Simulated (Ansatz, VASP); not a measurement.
## Two plane-wave programs on Hf2S

```
Hf S
1.0
     3.34653    0.00000    0.00000
    -1.67327    2.89818    0.00000
     0.00000    0.00000   11.66424
Hf S
4 2
Direct
  0.66667 0.33333 0.89862
  0.33333 0.66667 0.39862
  0.66667 0.33333 0.60138
  0.33333 0.66667 0.10138
  0.00000 0.00000 0.75000
  0.00000 0.00000 0.25000
```

Alike in both runs: task single point; functional PBEsol; k mesh 12 × 12 × 3; occupations gaussian, width 0.1 eV; no spin polarisation.

|  | VASP | Ansatz |
| --- | --- | --- |
| version | VASP 6.6.1 | Ansatz 0.2.0 |
| potentials or method | VASP PAW PBE potentials, release 64 (Hf_pv, S), cutoff 520 eV | scalar-relativistic, plane waves, PAW |
| valence electrons in the cell | 52 | 116 |

VASP gave:

```
gap on the k mesh at the Fermi level (eV) : none
pressure (GPa)                            : -0.4
rms of the force components (eV/Å)        : 0.006
```

Question: What did Ansatz give for the same quantities?

Answer: gap on the k mesh at the Fermi level (eV): none; pressure (GPa): 0.0; rms of the force components (eV/Å): 0.003.

VASP's potentials were made for PBE, not for PBEsol. Atom by atom the forces differ by 0.004 eV/Å (rms over components). A gap of «none» marks a metal or a gap that the smearing closes. VASP's potentials hold 52 valence electrons a cell and Ansatz's 116, so a difference there can come from the potentials and not from the codes.

Spin-orbit coupling is off throughout.
